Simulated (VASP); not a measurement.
# PbSe (P6_3/mmc) in VASP: further runs

PbSe is run at these levels: LDA, PBEsol, PBE; tasks: single point.

Everything below comes from runs of VASP 6.6.1. Logs are shortened: lines on timing, memory, paths and dates and some standing lists are left out, and cuts for length are marked.

## Step 1: The cell of the first run

Symmetry: P6_3/mmc, No. 194, hexagonal system. Conventional cell: a = 4.168 Å, b = 4.168 Å, c = 7.412 Å, α = 90.00°, β = 90.00°, γ = 120.00°. Pb (site symmetry -3m) has 6 Se at 3.04 Å and 2 Pb at 3.71 Å within 4.0 Å. Se (site symmetry -6m2) has 6 Pb at 3.04 Å within 4.0 Å.

## Step 2: Single point, LDA

Contents of INCAR:

```
ALGO     = Normal         # electronic algorithm
EDIFF    = 1E-7           # SCF threshold, eV
ENCUT    = 520            # plane-wave cutoff, eV
GGA      = CA             # functional
ISIF     = 2              # what is computed and relaxed
ISMEAR   = -1             # smearing method
LASPH    = T              # aspherical terms in the spheres
LCHARG   = T              # write CHGCAR
LELF     = T              # ELF
LREAL    = F              # projectors in reciprocal space
LVHAR    = T            
LWAVE    = F              # write WAVECAR
NBANDS   = 28             # bands
NELM     = 60             # most SCF steps
PREC     = Accurate       # precision mode
SIGMA    = 0.02           # smearing width, eV
```

Contents of KPOINTS:

```
k-points
0
Gamma
  6 6 4
```

Contents of POSCAR:

```
PbSe
1.0
    4.1679735268      0.0000000000      0.0000000000
   -2.0839867634      3.6095709565      0.0000000000
    0.0000000000      0.0000000000      7.4120755670
Pb Se
2 2
Direct
    0.0000000000      0.0000000000      0.0000000000
    0.0000000000      0.0000000000      0.5000000000
    0.3333333333      0.6666666667      0.2500000000
    0.6666666667      0.3333333333      0.7500000000
```

Potentials or basis: VASP PAW LDA potentials, release 64 (Pb_d, Se).

The run is started by

```sh
$ cat potpaw_LDA.64/Pb_d/POTCAR potpaw_LDA.64/Se/POTCAR > POTCAR
$ mpirun -np 1 vasp_std > vasp.out
```

OUTCAR:

```text
EDIFF = 1E-7
   ENCUT = 520
   GGA = CA
   ISIF = 2
   ISMEAR = -1
   LASPH = T
   LREAL = F
   NELM = 60
   PREC = Accurate

 ion  position               nearest neighbor table
   1  0.000  0.000  0.000-   3 3.04   4 3.04   3 3.04   4 3.04   4 3.04   3 3.04   2 3.71   2 3.71

   2  0.000  0.000  0.500-   3 3.04   4 3.04   3 3.04   4 3.04   4 3.04   3 3.04   1 3.71   1 3.71

   3  0.333  0.667  0.250-   1 3.04   2 3.04   1 3.04   2 3.04   1 3.04   2 3.04
   4  0.667  0.333  0.750-   1 3.04   2 3.04   1 3.04   2 3.04   1 3.04   2 3.04

  LATTYP: Found a hexagonal cell.
 ALAT       =     4.1679735268
 C/A-ratio  =     1.7783403660

  Lattice vectors:

 A1 = (   4.1679735268,   0.0000000000,   0.0000000000)
 A2 = (  -2.0839867634,   3.6095709565,   0.0000000000)
 A3 = (   0.0000000000,   0.0000000000,   7.4120755670)

Analysis of symmetry for initial positions (statically):
=====================================================================
 Subroutine PRICEL returns:
 Original cell was already a primitive cell.

 Routine SETGRP: Setting up the symmetry group for a
 hexagonal supercell.

 Subroutine GETGRP returns: Found 24 space group operations
 (whereof 12 operations were pure point group operations)
 out of a pool of 24 trial point group operations.

The static configuration has the point symmetry D_3d.
 The point group associated with its full space group is D_6h.

Analysis of symmetry for dynamics (positions and initial velocities):
=====================================================================
 Subroutine PRICEL returns:
 Original cell was already a primitive cell.

 Routine SETGRP: Setting up the symmetry group for a
 hexagonal supercell.

 Subroutine GETGRP returns: Found 24 space group operations
 (whereof 12 operations were pure point group operations)
 out of a pool of 24 trial point group operations.

The dynamic configuration has the point symmetry D_3d.
 The point group associated with its full space group is D_6h.

 Subroutine INISYM returns: Found 24 space group operations
 (whereof 12 operations are pure point group operations),
 and found     1 'primitive' translations

----------------------------------------------------------------------------------------

                                     Primitive cell

  volume of cell :     111.5117

  direct lattice vectors                    reciprocal lattice vectors
     4.167973527  0.000000000  0.000000000     0.239924748  0.138520618  0.000000000
    -2.083986763  3.609570956  0.000000000     0.000000000  0.277041236  0.000000000
     0.000000000  0.000000000  7.412075567     0.000000000  0.000000000  0.134914976

  length of vectors
     4.167973527  4.167973527  7.412075567     0.277041236  0.277041236  0.134914976

  position of ions in fractional coordinates (direct lattice)
     0.000000000  0.000000000  0.000000000
     0.000000000  0.000000000  0.500000000
     0.333333333  0.666666667  0.250000000
     0.666666667  0.333333333  0.750000000

  ion indices of the primitive-cell ions
   primitive index   ion index
                 1           1
                 2           2
                 3           3
                 4           4

----------------------------------------------------------------------------------------

 KPOINTS: k-points

Automatic generation of k-mesh.
 Grid dimensions read from file:
 generate k-points for:    6    6    4

 Generating k-lattice:

  Cartesian coordinates                     Fractional coordinates (reciprocal lattice)
     0.039987458  0.023086770  0.000000000     0.166666667  0.000000000  0.000000000
     0.000000000  0.046173539  0.000000000     0.000000000  0.166666667  0.000000000
     0.000000000  0.000000000  0.033728744     0.000000000  0.000000000  0.250000000

  Length of vectors
     0.046173539  0.046173539  0.033728744

  Shift w.r.t. Gamma in fractional coordinates (k-lattice)
     0.000000000  0.000000000  0.000000000

 Subroutine IBZKPT returns following result:
 ===========================================

 Found     21 irreducible k-points:

 Following reciprocal coordinates:
            Coordinates               Weight
  0.000000  0.000000  0.000000      1.000000
  0.166667 -0.000000  0.000000      6.000000
  0.333333 -0.000000  0.000000      6.000000
  0.500000  0.000000  0.000000      3.000000
  0.166667  0.166667  0.000000      6.000000
  0.333333  0.166667  0.000000     12.000000
[... 13 lines left out ...]
  0.333333  0.166667  0.500000     12.000000
  0.333333  0.333333  0.500000      2.000000
   k-points           NKPTS =     21   k-points in BZ     NKDIM =     21   number of bands    NBANDS=     28
   number of dos      NEDOS =    301   number of ions     NIONS =      4
   total plane-waves  NPLWV =  57344
   dimension x,y,z NGX =    32 NGY =   32 NGZ =   56
   dimension x,y,z NGXF=    64 NGYF=   64 NGZF=  112
   ions per type =               2   2
   NGX,Y,Z   is equivalent  to a cutoff of  12.76, 12.76, 12.56 a.u.
   NGXF,Y,Z  is equivalent  to a cutoff of  25.53, 25.53, 25.12 a.u.
 SYSTEM =  unknown system
   PREC   = accura    normal or accurate (medium, high low for compatibility)
   ISTART =      0    job   : 0-new  1-cont  2-samecut
   ICHARG =      2    charge: 1-file 2-atom 10-const
   ISPIN  =      1    spin polarized calculation?
   LNONCOLLINEAR =      F non collinear calculations
   LSORBIT =      F    spin-orbit coupling
   LASPH  =      T    aspherical Exc in radial PAW
   ENCUT  =  520.0 eV  38.22 Ry    6.18 a.u.   7.75  7.75 13.78*2*pi/ulx,y,z
   NELM   =     60;   NELMIN=  2; NELMDL= -5     # of ELM steps
   EDIFF  = 0.1E-06   stopping-criterion for ELM
   LREAL  =      F    real-space projection
   EDIFFG = 0.1E-05   stopping-criterion for IOM
   NSW    =      0    number of steps for IOM
   IBRION =     -1    ionic relax: 0-MD 1-quasi-New 2-CG
   NFREE  =      0    steps in history (QN), initial steepest desc. (CG)
   ISIF   =      2    stress and relaxation
   ISYM   =      2    0-nonsym 1-usesym 2-fastsym
   POTIM  = 0.5000    time-step for ionic-motion
   TEBEG  =    0.0;   TEEND  =   0.0 temperature during run
   PSTRESS=    0.0 pullay stress
   NELECT =      40.0000    total number of electrons
   NUPDOWN=      -1.0000    fix difference up-down
   EMIN   =  10.00;   EMAX   =-10.00  energy-range for DOS
   EFERMI =   0.00;   METHOD = LEGACY
   ISMEAR =    -1;   SIGMA  =   0.02  broadening in eV -4-tet -1-fermi 0-gaus
   EFERMI_NEDOS =   21; number of points for ismear=-14 and -15
   IALGO  =     38    algorithm
   IMIX   =      4    mixing-type and parameters
     AMIX     =   0.40;   BMIX     =  1.00
     AMIX_MAG =   1.60;   BMIX_MAG =  1.00
  volume/ion in A,a.u.               =      27.88       188.13
  Fermi-wavevector in a.u.,A,eV,Ry     =   1.163201  2.198131 18.409175  1.353036
  Thomas-Fermi vector in A             =   2.299753
   LORBIT       =      0    0 simple, 1 ext, 2 COOP (PROOUT), +10 PAW based schemes
   GGA     = CA    functional components
   LHFCALC =     F    Hartree Fock is set to
   AEXX    =    0.0000 exact exchange contribution
   IVDW    =     0    specifies the selected vdW correction
   LEPSILON=     F    determine dielectric tensor
   LRPA    =     F    only Hartree local field effects (RPA)
 non-spin polarized calculation
  energy-cutoff  :      520.00
  volume of cell :      111.51
 maximum number of plane-waves:      3021
 NGX is ok and might be reduce to    32
   NGX = 15   NGY = 15   NGZ = 27

 number of electron      39.9999999 magnetization

 Free energy of the ion-electron system (eV)
  ---------------------------------------------------
  ext. energy  EPLUGINS =         0.00000000
  ---------------------------------------------------
  free energy    TOTEN  =       -18.69874404 eV

  energy without entropy =      -18.69813324  energy(sigma->0) =      -18.69843864

 E-fermi :   5.3675     XC(G=0):  -9.9621

 val. band max:        5.3494312176   @ k =   0.5000   0.0000   0.0000
 cond. band min:       5.6342253282   @ k =   0.3333   0.3333   0.5000
 fundamental gap:      0.2847941106
 Fermi energy:         5.3675359371

 k-point     1 :       0.0000    0.0000    0.0000
  band No.  band energies     occupation
      1     -11.6934      2.00000
      2     -11.6443      2.00000
      3     -11.6443      2.00000
      4     -11.6185      2.00000
      5     -11.6185      2.00000
      6     -11.6043      2.00000
[... 20 lines left out ...]
     27      10.7405      0.00000
     28      12.5208      0.00000

 k-point     2 :       0.1667   -0.0000    0.0000
  band No.  band energies     occupation
      1     -11.6876      2.00000
      2     -11.6748      2.00000
      3     -11.6379      2.00000
      4     -11.6230      2.00000
      5     -11.6106      2.00000
      6     -11.6059      2.00000
[... 20 lines left out ...]
     27      10.6405      0.00000
     28      11.4875      0.00000

 k-point     3 :       0.3333   -0.0000    0.0000
  band No.  band energies     occupation
      1     -11.7397      2.00000
      2     -11.6760      2.00000
      3     -11.6354      2.00000
      4     -11.6349      2.00000
      5     -11.6162      2.00000
      6     -11.5825      2.00000
[... 20 lines left out ...]
     27      10.8872      0.00000
     28      13.1601      0.00000

 k-point     4 :       0.5000    0.0000    0.0000
  band No.  band energies     occupation
      1     -11.7707      2.00000
      2     -11.6720      2.00000
      3     -11.6417      2.00000
      4     -11.6369      2.00000
      5     -11.6173      2.00000
      6     -11.5793      2.00000
[... 20 lines left out ...]
     27      11.0233      0.00000
     28      12.4429      0.00000

 k-point     5 :       0.1667    0.1667    0.0000
  band No.  band energies     occupation
      1     -11.7142      2.00000
      2     -11.6785      2.00000
      3     -11.6439      2.00000
      4     -11.6252      2.00000
      5     -11.6135      2.00000
      6     -11.5941      2.00000
[... 20 lines left out ...]
     27      10.5081      0.00000
     28      12.1857      0.00000

 k-point     6 :       0.3333    0.1667    0.0000
  band No.  band energies     occupation
      1     -11.7473      2.00000
      2     -11.6697      2.00000
      3     -11.6585      2.00000
      4     -11.6278      2.00000
      5     -11.6118      2.00000
      6     -11.5846      2.00000
[... 370 lines left out ...]
      5     -11.6035      2.00000
      6     -11.6035      2.00000
[... 20 lines left out ...]
     27      12.3932      0.00000
     28      12.3932      0.00000

 k-point    19 :       0.1667    0.1667    0.5000
  band No.  band energies     occupation
      1     -11.6658      2.00000
      2     -11.6658      2.00000
      3     -11.6146      2.00000
      4     -11.6146      2.00000
      5     -11.5992      2.00000
      6     -11.5992      2.00000
[... 20 lines left out ...]
     27      11.2358      0.00000
     28      11.2358      0.00000

 k-point    20 :       0.3333    0.1667    0.5000
  band No.  band energies     occupation
      1     -11.6877      2.00000
      2     -11.6877      2.00000
      3     -11.6145      2.00000
      4     -11.6145      2.00000
      5     -11.6047      2.00000
      6     -11.6047      2.00000
[... 20 lines left out ...]
     27      11.9090      0.00000
     28      11.9090      0.00000

 k-point    21 :       0.3333    0.3333    0.5000
  band No.  band energies     occupation
      1     -11.6818      2.00000
      2     -11.6818      2.00000
      3     -11.6264      2.00000
      4     -11.6264      2.00000
      5     -11.5871      2.00000
      6     -11.5871      2.00000
[... 20 lines left out ...]
     27      12.5980      0.00000
     28      12.5980      0.00000

------------------------ aborting loop because EDIFF is reached ----------------------------------------

  FORCE on cell =-STRESS in cart. coord.  units (eV):
  Direction    XX          YY          ZZ          XY          YZ          ZX
  --------------------------------------------------------------------------------------
  -------------------------------------------------------------------------------------
  Total        0.0513332      0.0513332      0.0954057      0.0000000      0.0000000      0.0000000
  in kB        0.7375448      0.7375448      1.3707700      0.0000000      0.0000000      0.0000000
  external PRESSURE =       0.9486199 kB  Pullay stress =       0.0000000 kB

 VOLUME and BASIS-vectors are now :
 -----------------------------------------------------------------------------
  energy-cutoff  :      520.00
  volume of cell :      111.51
      direct lattice vectors                 reciprocal lattice vectors
     4.167973527  0.000000000  0.000000000     0.239924748  0.138520618  0.000000000
    -2.083986763  3.609570956  0.000000000     0.000000000  0.277041236  0.000000000
     0.000000000  0.000000000  7.412075567     0.000000000  0.000000000  0.134914976

 POSITION                                       TOTAL-FORCE (eV/Angst)
 -----------------------------------------------------------------------------------
      0.00000      0.00000      0.00000         0.000000      0.000000      0.000000
      0.00000      0.00000      3.70604         0.000000      0.000000      0.000000
     -0.00000      2.40638      1.85302        -0.000000      0.000000      0.000000
      2.08399      1.20319      5.55906         0.000000      0.000000      0.000000
 -----------------------------------------------------------------------------------
    total drift:                                0.000000     -0.000000      0.000000

  FREE ENERGIE OF THE ION-ELECTRON SYSTEM (eV)
  ---------------------------------------------------
  free  energy   TOTEN  =       -18.6987440438 eV

  energy  without entropy=      -18.6981332392  energy(sigma->0) =      -18.69843864
```

It took 24 s on 1 thread of Intel Xeon 6975P-C (Granite Rapids), shared host; peak memory 0.22 GiB.

Results:

```yaml
Free_energy: -18.6987 eV
Pressure: 0.1 GPa
Band_gap_on_the_k_mesh: zero (bands 20 and 21 overlap by 0.31 eV)
```

Levels at points of the mesh, in eV from the Fermi level:
```
           k point  band 18  band 19  band 20  band 21  band 22  band 23
(0.00, 0.00, 0.00)    -1.40    -1.40    -0.04     0.53     2.98     2.98
(0.50, 0.00, 0.00)    -1.58    -1.47    -0.88    -0.02     1.51     2.43
(0.00, 0.00, 0.50)    -1.66    -1.50    -1.50     2.50     2.50     2.93
(0.50, 0.00, 0.50)    -2.83    -2.60    -2.60     2.39     2.39     2.91
```

Caveat: semilocal functionals underestimate gaps, so a narrow gap can read as zero; spin-orbit coupling is left out, which moves the levels of the heavy elements.

## Step 3: Single point, PBEsol

This run uses another cell than the first one, of 28.72 Å³/atom.

Contents of INCAR:

```
PREC = Accurate ; ENCUT = 520
EDIFF = 1E-7 ; ISMEAR = -1
SIGMA = 0.02 ; LREAL = False
LASPH = True ; NELM = 100
ALGO = Normal ; ISIF = 2
LWAVE = False ; LCHARG = False
GGA = PS ; NBANDS = 28
```

Contents of KPOINTS:

```
Automatic mesh
0
Gamma
  6 6 4
```

Contents of POSCAR:

```
PbSe
1.0
    4.2136461116      0.0000000000      0.0000000000
   -2.1068230558      3.6491245752      0.0000000000
    0.0000000000      0.0000000000      7.4721290668
Pb Se
2 2
Direct
    0.0000000000      0.0000000000      0.0000000000
    0.0000000000      0.0000000000      0.5000000000
    0.3333333333      0.6666666667      0.2500000000
    0.6666666667      0.3333333333      0.7500000000
```

Potentials or basis: VASP PAW PBE potentials, release 64 (Pb_d, Se).

The run is started by

```sh
$ cat potpaw_PBE.64/Pb_d/POTCAR potpaw_PBE.64/Se/POTCAR > POTCAR
$ mpirun -np 1 vasp_std > vasp.out
```

Run time: 25 s. Hardware: 1 thread of Intel Xeon 6975P-C (Granite Rapids), shared host; peak memory 0.25 GiB.

The run converged. Its results:

| Item | Value |
| --- | --- |
| Free energy | -17.6295 eV |
| Pressure | 0.0 GPa |
| Band gap on the k mesh | zero (bands 20 and 21 overlap by 0.17 eV) |

Levels at points of the mesh, in eV from the Fermi level:
| k point | band 17 | band 18 | band 19 | band 20 | band 21 | band 22 | band 23 | band 24 |
| --- | --- | --- | --- | --- | --- | --- | --- | --- |
| (0.00, 0.00, 0.00) | -1.92 | -1.42 | -1.42 | -0.07 | 0.35 | 2.93 | 2.93 | 3.08 |
| (0.50, 0.00, 0.00) | -3.18 | -1.59 | -1.51 | -0.95 | -0.01 | 1.51 | 2.42 | 3.81 |
| (0.00, 0.00, 0.50) | -1.67 | -1.67 | -1.55 | -1.55 | 2.41 | 2.41 | 2.88 | 2.88 |
| (0.50, 0.00, 0.50) | -2.79 | -2.79 | -2.57 | -2.57 | 2.36 | 2.36 | 2.82 | 2.82 |

Caveat: semilocal functionals underestimate gaps, so a narrow gap can read as zero; the PAW data sets were made with another functional, which shifts forces and pressure a little; spin-orbit coupling is left out, which moves the levels of the heavy elements.

## Step 4: Single point, PBE

This run uses another cell than the first one, of 30.45 Å³/atom.

Contents of INCAR:

```
SYSTEM = PbSe
ALGO     = Normal         ! electronic algorithm
EDIFF    = 1E-6           ! SCF threshold, eV
ENCUT    = 520            ! plane-wave cutoff, eV
GGA      = PE             ! functional
ISIF     = 2              ! what is computed and relaxed
ISMEAR   = -1             ! smearing method
LASPH    = .TRUE.         ! aspherical terms in the spheres
LCHARG   = .FALSE.        ! write CHGCAR
LREAL    = .FALSE.        ! projectors in reciprocal space
LWAVE    = .FALSE.        ! write WAVECAR
NBANDS   = 28             ! bands
NELM     = 80             ! most SCF steps
PREC     = Accurate       ! precision mode
SIGMA    = 0.02           ! smearing width, eV
```

Contents of KPOINTS:

```
k-points
0
G
  6 6 4
  0 0 0
```

Contents of POSCAR:

```
PbSe
1.0
    4.3084324645      0.0000000000      0.0000000000
   -2.1542162322      3.7312119647      0.0000000000
    0.0000000000      0.0000000000      7.5764436040
Pb Se
2 2
Direct
    0.0000000000      0.0000000000      0.0000000000
    0.0000000000      0.0000000000      0.5000000000
    0.3333333333      0.6666666667      0.2500000000
    0.6666666667      0.3333333333      0.7500000000
```

The run is started by

```sh
$ cat potpaw_PBE.64/Pb_d/POTCAR potpaw_PBE.64/Se/POTCAR > POTCAR
$ mpirun -np 1 vasp_std > vasp.out
```

Wall time 25 s (1 thread of Intel Xeon 6975P-C (Granite Rapids), shared host); peak memory 0.26 GiB.

Results (log left out):

```yaml
Free_energy: -16.2033 eV
Pressure: 0.0 GPa
Band_gap_on_the_k_mesh: 0.08 eV (least direct gap 0.14 eV)
```

Levels at points of the mesh, in eV from the valence-band top:
| k point | band 16 | band 17 | band 18 | band 19 | band 20 | band 21 | band 22 | band 23 | band 24 | band 25 |
| --- | --- | --- | --- | --- | --- | --- | --- | --- | --- | --- |
| (0.00, 0.00, 0.00) | -1.81 | -1.81 | -1.37 | -1.37 | -0.05 | 0.09 | 2.86 | 2.86 | 2.94 | 2.94 |
| (0.50, 0.00, 0.00) | -4.05 | -2.97 | -1.51 | -1.46 | -0.95 | 0.08 | 1.55 | 2.47 | 3.71 | 4.70 |
| (0.00, 0.00, 0.50) | -1.59 | -1.59 | -1.59 | -1.54 | -1.54 | 2.32 | 2.32 | 2.79 | 2.79 | 2.79 |
| (0.50, 0.00, 0.50) | -3.24 | -2.60 | -2.60 | -2.40 | -2.40 | 2.40 | 2.40 | 2.75 | 2.75 | 3.22 |

Caveat: spin-orbit coupling is left out, which moves the levels of the heavy elements. A k mesh can miss the band edges.

## Step 5: The runs side by side

```tsv
level	potentials or basis	cell	gap on the mesh (eV)	pressure (GPa)
LDA	VASP PAW LDA potentials, release 64 (Pb_d, Se)	a = 4.168, b = 4.168, c = 7.412 Å, angles 90.0, 90.0, 120.0°, 4 atoms	none	0.1
PBEsol	VASP PAW PBE potentials, release 64 (Pb_d, Se)	a = 4.214, b = 4.214, c = 7.472 Å, angles 90.0, 90.0, 120.0°, 4 atoms	none	0.0
PBE	VASP PAW PBE potentials, release 64 (Pb_d, Se)	a = 4.308, b = 4.308, c = 7.576 Å, angles 90.0, 90.0, 120.0°, 4 atoms	0.08	0.0
```

Alike in all rows: task single point; no spin polarisation; k mesh 6 × 6 × 4; cutoff (eV) 520; smearing fermi-dirac 0.02 eV.

Caveats: spin-orbit coupling is left out, which moves the levels of the heavy elements; semilocal functionals underestimate gaps, so a narrow gap can read as zero (at least some runs); the PAW data sets were made with another functional, which shifts forces and pressure a little (at least some runs).

Absolute energies hang on the potentials; compare differences alone.
